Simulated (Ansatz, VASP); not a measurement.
**SrRe: VASP beside Ansatz**

Contents of INCAR:

```
SYSTEM = SrRe
PREC = Accurate ; ENCUT = 560
EDIFF = 1E-6 ; ISMEAR = 0
SIGMA = 0.1 ; LREAL = .FALSE.
LASPH = .TRUE. ; NELM = 200
ALGO = Normal ; ISIF = 2
LWAVE = .FALSE. ; LCHARG = .TRUE.
ISPIN = 2 ; MAGMOM = 0 1
LORBIT = 11 ; LMAXMIX = 4
GGA = PE ; LELF = .TRUE.
LVHAR = .TRUE. ; NBANDS = 24
GGA_COMPAT = .FALSE.
```

The input KPOINTS:

```
Automatic mesh
0
G
  6 6 4
  0 0 0
```

File POSCAR:

```
SrRe
1.0
    2.9840576611      0.0000000000      0.0000000000
   -1.4920288306      2.5842697409      0.0000000000
    0.0000000000      0.0000000000      5.4929901691
Sr Re
1 1
Direct
    0.3333333333      0.6666666667      0.5000000000
    0.0000000000      0.0000000000      0.0000000000
```

Input for Ansatz:

```yaml
crystal:
  lattice:
    - [2.9840576611, 0.0, 0.0]
    - [-1.4920288306, 2.5842697409, 0.0]
    - [0.0, 0.0, 5.4929901691]
  atoms:
    - { symbol: Sr, position: [0.3333333333, 0.6666666667, 0.5] }
    - { symbol: Re, position: [0.0, 0.0, 0.0], spin: 1.0 }
basis:
  ecutwfc: 420
kpoints:
  mp_grid: { grid: [6, 6, 4] }
hamiltonian:
  xc: pbe
scf:
  occupations: { method: gaussian, width: 0.1 }
  lower_state_search: "off"
output:
  forces: true
  stress: true
  eigenvalues: true
  populations: true
magnetization:
  spin_polarized: true
```

Alike in both runs: task single point; functional PBE; k mesh 6 × 6 × 4; occupations gaussian, width 0.1 eV; collinear spin.

```csv
,VASP,Ansatz
version,VASP 6.6.1,Ansatz 0.2.0
potentials or method,"VASP PAW PBE potentials, release 64 (Sr_sv, Re_sv_GW), cutoff 560 eV","scalar-relativistic, plane waves, PAW"
valence electrons in the cell,25,25
```

```tsv
	VASP	Ansatz	Ansatz less VASP
gap on the k mesh at the Fermi level (eV)	none	none	-
pressure (GPa)	-0.1	-0.1	+0.01
traceless stress, the component that is largest in VASP (GPa)	-0.06	-0.13	-0.073
net moment per atom (μB)	0.01	0.00	-0.009
```

A gap of «none» marks a metal or a gap that the smearing closes. Ansatz's warnings: seeded moment not kept.

The k mesh is coarse, so the values compare programs but aren't converged. Spin-orbit coupling is off throughout.
